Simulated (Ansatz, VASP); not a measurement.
## Two plane-wave programs on In

INCAR

```
PREC = Accurate
ENCUT = 520
EDIFF = 1E-6
ISMEAR = 1
SIGMA = 0.3
LREAL = False
LASPH = True
NELM = 80
ALGO = Normal
ISIF = 2
LWAVE = False
LCHARG = False
NBANDS = 12
```

Contents of KPOINTS:

```
regular mesh
0
Gamma
  12 12 14
```

POSCAR

```
In
1.0
   -1.6019898026      1.6281983263      2.4755659685
    1.6281983263     -1.6019898026      2.4755659685
    1.5260503434      1.5260503434     -2.4583443292
In
1
Direct
    0.0000000000      0.0000000000      0.0000000000
```

Input for Ansatz:

```yaml
crystal:
  lattice:
    - [-1.6019898026, 1.6281983263, 2.4755659685]
    - [1.6281983263, -1.6019898026, 2.4755659685]
    - [1.5260503434, 1.5260503434, -2.4583443292]
  atoms:
    - { symbol: In, position: [0.0, 0.0, 0.0] }
hamiltonian:
  xc: lda
  pseudopotentials:
    kind: paw
    azcp:
      In: "pseudopotentials/In.paw.azcp"
basis:
  ecutwfc: 420
  fft_grid_basis: typed
kpoints:
  mp_grid: { grid: [12, 12, 14], shift: [0, 0, 0] }
magnetization:
  spin_polarized: false
scf:
  occupations: { method: methfessel_paxton, width: 0.3 }
  lower_state_search: "off"
output:
  stress: true
```

Alike in both runs: task single point; functional LDA; k mesh 12 × 12 × 14; occupations methfessel-paxton of order 1, width 0.3 eV; no spin polarisation.

|  | VASP | Ansatz |
| --- | --- | --- |
| version | VASP 6.6.1 | Ansatz 0.2.0 |
| potentials or method | VASP PAW LDA potentials, release 64 (In_d), cutoff 520 eV | plane waves (420 eV) with PAW, scalar-relativistic |
| valence electrons in the cell | 13 | 13 |

|  | VASP | Ansatz | Ansatz less VASP |
| --- | --- | --- | --- |
| pressure (GPa) | 0.0 | 0.0 | -0.04 |
| traceless stress, the component that is largest in VASP (GPa) | -0.05 | -0.04 | +0.011 |

Ansatz warns that its potentials were made for another functional, while VASP's fit it. LDA's correlation is that of Perdew and Zunger in VASP and of Perdew and Wang (1992) in Ansatz.
